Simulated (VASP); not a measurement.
# Ti (Im-3m) in VASP: notebook, part 2 of 2

VASP 6.6.1.

**4. Relaxation of cell and atoms, PBEsol, target pressure 50 GPa, at which the enthalpy is minimised**

This run uses another cell than the first one: it holds 1 atom, not 2.

The input, INCAR:

```
PREC = Accurate ; ENCUT = 600
EDIFF = 1E-6 ; ISMEAR = 0
SIGMA = 0.1 ; LREAL = F
LASPH = T ; NELM = 80
ALGO = Normal ; ISIF = 3
LWAVE = F ; LCHARG = F
GGA = PS ; IBRION = 2
NSW = 70 ; EDIFFG = -0.008
PSTRESS = 500.0
```

The input, KPOINTS:

```
Automatic mesh
0
Gamma
  20 20 20
```

The input, POSCAR:

```
Ti
1.0
   -1.4769434480      1.4769434480      1.4769434480
    1.4769434480     -1.4769434480      1.4769434480
    1.4769434480      1.4769434480     -1.4769434480
Ti
1
Direct
    0.0000000000      0.0000000000      0.0000000000
```

Potentials or basis: VASP PAW PBE potentials, release 64 (Ti_sv).

On the command line:

```sh
$ cat potpaw_PBE.64/Ti_sv/POTCAR > POTCAR
$ mpirun -np 1 vasp_std > vasp.out
```

OUTCAR:

```text
PREC = Accurate
   ENCUT = 600
   EDIFF = 1E-6
   ISMEAR = 0
   LREAL = F
   LASPH = T
   NELM = 80
   ISIF = 3
   GGA = PS
   IBRION = 2
   NSW = 70
   EDIFFG = -0.008
   PSTRESS = 500.0

 ion  position               nearest neighbor table
   1  0.000  0.000  0.000-

  LATTYP: Found a body centered cubic cell.
 ALAT       =     2.9538868960

  Lattice vectors:

 A1 = (  -1.4769434480,   1.4769434480,   1.4769434480)
 A2 = (   1.4769434480,  -1.4769434480,   1.4769434480)
 A3 = (   1.4769434480,   1.4769434480,  -1.4769434480)

Analysis of symmetry for initial positions (statically):
=====================================================================
 Subroutine PRICEL returns:
 Original cell was already a primitive cell.

 Routine SETGRP: Setting up the symmetry group for a
 body centered cubic supercell.

 Subroutine GETGRP returns: Found 48 space group operations
 (whereof 48 operations were pure point group operations)
 out of a pool of 48 trial point group operations.

[... 164 lines left out ...]

  FORCE on cell =-STRESS in cart. coord.  units (eV):
  Direction    XX          YY          ZZ          XY          YZ          ZX
  --------------------------------------------------------------------------------------
  -------------------------------------------------------------------------------------
  Total        3.2739300      3.2739300      3.2739300      0.0000000     -0.0000000      0.0000000
  in kB      407.0318395    407.0318395    407.0318395      0.0000000     -0.0000000      0.0000000
  external PRESSURE =     -92.9681605 kB  Pullay stress =     500.0000000 kB
[... 61 lines left out ...]
--------------------------------------- Ionic step        3  -------------------------------------------

 number of electron      12.0000005 magnetization

 Free energy of the ion-electron system (eV)
  ---------------------------------------------------
  ext. energy  EPLUGINS =         0.00000000
  ---------------------------------------------------
  free energy    TOTEN  =        -7.71046597 eV

  energy without entropy =       -7.70330745  energy(sigma->0) =       -7.70688671

 E-fermi :  11.9756     XC(G=0): -13.3457

 val. band max:       11.9735317720   @ k =   0.2500   0.2000   0.0500
 cond. band min:      11.9772135049   @ k =  -0.4000  -0.4000   0.0500
 fundamental gap:      0.0036817328
 Fermi energy:        11.9756288920

 k-point     1 :       0.0000    0.0000    0.0000
  band No.  band energies     occupation
      1     -43.8801      2.00000
      2     -19.1100      2.00000
      3     -19.1100      2.00000
      4     -19.1100      2.00000
      5       5.5503      2.00000
      6      13.1658      0.00000
      7      13.1658      0.00000
      8      13.1658      0.00000
      9      15.8100      0.00000
     10      15.8100      0.00000
[... 287 lines left out ...]
 k-point    24 :       0.2500    0.1000    0.0000
  band No.  band energies     occupation
      1     -43.5443      2.00000
      2     -20.4069      2.00000
      3     -19.5097      2.00000
      4     -19.1913      2.00000
      5       8.7101      2.00000
      6      11.6477      2.00000
      7      12.2464      0.00013
      8      15.3080      0.00000
      9      16.2988      0.00000
     10      16.6558      0.00000

 [... further k-points ...]
[... 5 lines left out ...]
  --------------------------------------------------------------------------------------
  -------------------------------------------------------------------------------------
  Total        3.8576852      3.8576852      3.8576852      0.0000000      0.0000000      0.0000000
  in kB      499.0954187    499.0954187    499.0954187      0.0000000      0.0000000      0.0000000
  external PRESSURE =      -0.9045813 kB  Pullay stress =     500.0000000 kB
[... 20 lines left out ...]
  energy  without entropy=       -7.7033074506  energy(sigma->0) =       -7.70688671

  enthalpy is  TOTEN    =        -3.8457889854 eV   P V=        3.8646769853

 reached required accuracy - stopping structural energy minimisation
```

OSZICAR:

```text
N       E                     dE             d eps       ncg     rms          rms(c)
DAV:   1     0.807799608325E+02    0.80780E+02   -0.75557E+03  5128   0.170E+03
DAV:   2    -0.423911742549E+01   -0.85019E+02   -0.83441E+02  5246   0.335E+02
DAV:   3    -0.829691816496E+01   -0.40578E+01   -0.40081E+01  6440   0.745E+01
[... 28 lines left out ...]
DAV:   5    -0.770702236282E+01   -0.24060E-01   -0.50979E-02  7452   0.138E+00    0.336E-01
DAV:   6    -0.771010269352E+01   -0.30803E-02   -0.45334E-03  5394   0.710E-01    0.327E-02
DAV:   7    -0.771038129976E+01   -0.27861E-03   -0.74075E-04  6932   0.205E-01    0.338E-02
DAV:   8    -0.771046500123E+01   -0.83701E-04   -0.22912E-04  6208   0.116E-01    0.490E-03
DAV:   9    -0.771046601061E+01   -0.10094E-05   -0.15301E-05  5354   0.285E-02    0.357E-03
DAV:  10    -0.771046597079E+01    0.39827E-07   -0.27315E-07  2800   0.578E-03
   3 F= -.38457890E+01 E0= -.38422097E+01  d E =-.151749E-01
```

CONTCAR:

```text
Ti
   1.00000000000000
    -1.4574643117840591    1.4574643117840591    1.4574643117840591
     1.4574643117840591   -1.4574643117840591    1.4574643117840591
     1.4574643117840591    1.4574643117840591   -1.4574643117840591
  Ti
     1
Direct
     0.0000000000000000    0.0000000000000000    0.0000000000000000

  0.00000000E+00  0.00000000E+00  0.00000000E+00
```

Run time: 46 s. Hardware: 1 thread of AMD EPYC 9R45 (Zen 5), shared host; peak memory 0.13 GiB.

What came out:

* Free energy: -7.7105 eV
* Relaxed volume: 12.38 Å³/atom
* Relaxed cell: a = 2.524 Å, b = 2.524 Å, c = 2.524 Å, α = 109.47°, β = 109.47°, γ = 109.47°
* Space group after relaxing (to 0.05 Å): Im-3m (No. 229)
* Energy change on relaxing (the enthalpy is what falls): +141.9 meV/atom
* Ionic steps: 3
* Pressure after relaxing: 49.9 GPa
* Band gap on the k mesh: zero (band 6 reaches 13.17 eV, above the bottom of band 7 at 11.19 eV)

Step by step:
| step | energy change (eV) | largest force (eV/Å) | pressure (GPa) | volume (Å³) |
| --- | --- | --- | --- | --- |
| 1 | 0.0000 | 0.0000 | 40.70 | 12.89 |
| 2 | 0.4493 | 0.0000 | 67.89 | 11.54 |
| 3 | 0.1419 | 0.0000 | 49.91 | 12.38 |

Final structure:
```
Ti
1.0
    -1.45746    1.45746    1.45746
     1.45746   -1.45746    1.45746
     1.45746    1.45746   -1.45746
Ti
1
Direct
  0.00000 0.00000 0.00000
```

Levels at points of the mesh, in eV from the Fermi level:
```tsv
k point	band 2	band 3	band 4	band 5	band 6	band 7	band 8	band 9	band 10
(0.00, 0.00, 0.00)	-31.09	-31.09	-31.09	-6.43	1.19	1.19	1.19	3.83	3.83
(0.50, 0.00, 0.00)	-32.99	-31.65	-31.12	-3.48	-0.97	2.77	3.94	4.46	6.39
(0.50, 0.50, 0.50)	-32.33	-32.33	-32.33	-3.60	-3.60	5.81	5.81	5.81	11.72
```

Caveat: the cell is relaxed towards a set pressure, so the enthalpy falls and the energy may rise; the PAW data sets were made with another functional, which shifts forces and pressure a little.

**5. Relaxation of cell and atoms, PBEsol, target pressure 25 GPa, at which the enthalpy is minimised**

This run uses another cell than the first one: it holds 1 atom, not 2.

The input, INCAR:

```
SYSTEM = Ti
PREC     = Accurate       ! precision mode
ENCUT    = 600            ! plane-wave cutoff, eV
EDIFF    = 1E-7           ! SCF threshold, eV
ISMEAR   = 0              ! smearing method
SIGMA    = 0.1            ! smearing width, eV
LREAL    = .FALSE.        ! projectors in reciprocal space
LASPH    = .TRUE.         ! aspherical terms in the spheres
NELM     = 80             ! most SCF steps
ALGO     = Normal         ! electronic algorithm
ISIF     = 3              ! what is computed and relaxed
LWAVE    = .FALSE.        ! write WAVECAR
LCHARG   = .FALSE.        ! write CHGCAR
GGA      = PS             ! functional
IBRION   = 2              ! ionic algorithm
NSW      = 70             ! ionic steps
EDIFFG   = -0.008         ! ionic threshold
PSTRESS  = 250.0
```

The input, KPOINTS:

```
Automatic mesh
0
G
  20 20 20
  0 0 0
```

The input, POSCAR:

```
Ti
1.0
   -1.5158461072      1.5158461072      1.5158461072
    1.5158461072     -1.5158461072      1.5158461072
    1.5158461072      1.5158461072     -1.5158461072
Ti
1
Direct
    0.0000000000      0.0000000000      0.0000000000
```

On the command line:

```sh
$ cat potpaw_PBE.64/Ti_sv/POTCAR > POTCAR
$ mpirun -np 1 vasp_std > vasp.out
```

It took 69 s on 1 thread of AMD EPYC 9R45 (Zen 5), shared host; peak memory 0.15 GiB.

It converged, with:

```
Free energy                                            : -8.0609 eV
Relaxed volume                                         : 13.91 Å³/atom
Relaxed cell                                           : a = 2.624 Å, b = 2.624 Å, c = 2.624 Å, α = 109.47°, β = 109.47°, γ = 109.47°
Space group after relaxing (to 0.05 Å)                 : Im-3m (No. 229)
Energy change on relaxing (the enthalpy is what falls) : +3.2 meV/atom
Ionic steps                                            : 3
Pressure after relaxing                                : 25.0 GPa
Band gap on the k mesh                                 : zero (band 6 reaches 11.62 eV, above the bottom of band 7 at 9.76 eV)
```

Step by step:
```csv
step,energy change (eV),largest force (eV/Å),pressure (GPa),volume (Å³)
1,0.0000,0.0000,24.72,13.93
2,0.0077,0.0000,25.38,13.88
3,0.0032,0.0000,25.00,13.91
```

Final structure:
```
Ti
1.0
    -1.51509    1.51509    1.51509
     1.51509   -1.51509    1.51509
     1.51509    1.51509   -1.51509
Ti
1
Direct
  0.00000 0.00000 0.00000
```

Levels at points of the mesh, in eV from the Fermi level:
| k point | band 2 | band 3 | band 4 | band 5 | band 6 | band 7 | band 8 | band 9 | band 10 |
| --- | --- | --- | --- | --- | --- | --- | --- | --- | --- |
| (0.00, 0.00, 0.00) | -31.49 | -31.49 | -31.49 | -6.33 | 1.16 | 1.16 | 1.16 | 3.47 | 3.47 |
| (0.50, 0.00, 0.00) | -32.85 | -31.90 | -31.51 | -3.07 | -0.70 | 2.07 | 3.52 | 3.98 | 5.62 |
| (0.50, 0.50, 0.50) | -32.39 | -32.39 | -32.39 | -2.99 | -2.99 | 5.13 | 5.13 | 5.13 | 10.42 |

Caveat: the cell is relaxed towards a set pressure, so the enthalpy falls and the energy may rise; the PAW data sets were made with another functional, which shifts forces and pressure a little.

**6. Summary**

```tsv
task	cell	k mesh	cutoff (eV)	smearing	gap on the mesh (eV)	pressure (GPa)
single point	a = 3.210 Å, 2 atoms	18 × 18 × 18	520	gaussian 0.15 eV	none	-0.4
single point	a = 2.780 Å, angles 109.5°, 1 atom	26 × 26 × 26	520	gaussian 0.15 eV	none	-0.2
relaxation of cell and atoms	relaxed to 50 GPa from a = 2.558 Å, angles 109.5°, 1 atom	20 × 20 × 20	600	gaussian 0.1 eV	none	49.9
relaxation of cell and atoms	relaxed to 25 GPa from a = 2.626 Å, angles 109.5°, 1 atom	20 × 20 × 20	600	gaussian 0.1 eV	none	25.0
```

Alike in all rows: level PBEsol; potentials or basis VASP PAW PBE potentials, release 64 (Ti_sv); no spin polarisation.

Caveats: the PAW data sets were made with another functional, which shifts forces and pressure a little; the cell is relaxed towards a set pressure, so the enthalpy falls and the energy may rise (some runs).

Total energies depend on the potentials used, so only differences within one code and one set of settings carry meaning.
